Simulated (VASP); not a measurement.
Wanted: the native input for a VASP 6.6.1 run.

| Property | Result |
| --- | --- |
| Task | relaxation of cell and atoms |
| Functional | PBE |
| Potentials or basis | VASP PAW PBE potentials, release 64 (Fe, Ge_d) |
| Cutoff | 600 eV |
| k mesh | 6 × 6 × 6 |
| Occupations | gaussian, width 0.1 eV |
| Spin | collinear spin, ferromagnetic start |
| Starting moments | [4.0, 0.0] μB |
| Dipole correction | no |
| Further INCAR settings | ALGO = Normal; EDIFF = 1e-06; IBRION = 2; EDIFFG = -0.04; NSW = 90; ISIF = 3 |

The structure of FeGe lies in POSCAR:

```
FeGe
1.0
    3.0861964100      0.0000000000      0.0000000000
   -1.5430982000      2.6727244900      0.0000000000
    0.0000000000      0.0000000000      3.0045509400
Fe Ge
1 1
Direct
    0.6666666700      0.3333333300      0.5000000000
    0.0000000000      0.0000000000      0.0000000000
```

These files were run (other wordings do the same):

INCAR

```
ALGO = Normal
EDIFF = 1E-6
EDIFFG = -0.04
ENCUT = 600
GGA = PE
IBRION = 2
ISIF = 3
ISMEAR = 0
ISPIN = 2
LASPH = True
LCHARG = False
LMAXMIX = 4
LORBIT = 11
LREAL = False
LWAVE = False
MAGMOM = 4 0
NELM = 150
NSW = 90
PREC = Accurate
SIGMA = 0.1
```

KPOINTS

```
k-points
0
Gamma
  6 6 6
```

Potentials or basis: VASP PAW PBE potentials, release 64 (Fe, Ge_d).

The run is started by

```sh
$ cat potpaw_PBE.64/Fe/POTCAR potpaw_PBE.64/Ge_d/POTCAR > POTCAR
$ mpirun -np 1 vasp_std > vasp.out
```

It gave:

```yaml
Relaxed_volume: 13.54 Å³/atom
Relaxed_cell: a = 2.994 Å, b = 2.994 Å, c = 3.487 Å, α = 90.00°, β = 90.00°, γ = 120.00°
Space_group_after_relaxing_to_0.05_Å: P-6m2 (No. 187)
Energy_gained_by_relaxing: 139.2 meV/atom
Ionic_steps: 11
Pressure_after_relaxing: 0.1 GPa
Net_moment: 1.62 μB per cell
Site_moments: Fe +1.73; Ge -0.07 μB
Valence_electrons_inside_the_program's_atomic_spheres: Fe 7.25; Ge 12.46
```

Caveat: the k points lie up to 0.40 Å⁻¹ apart in the final cell.

It took 4.1 min on 1 thread of Intel Xeon 6975P-C, with other jobs on the host, peak memory 0.19 GiB.
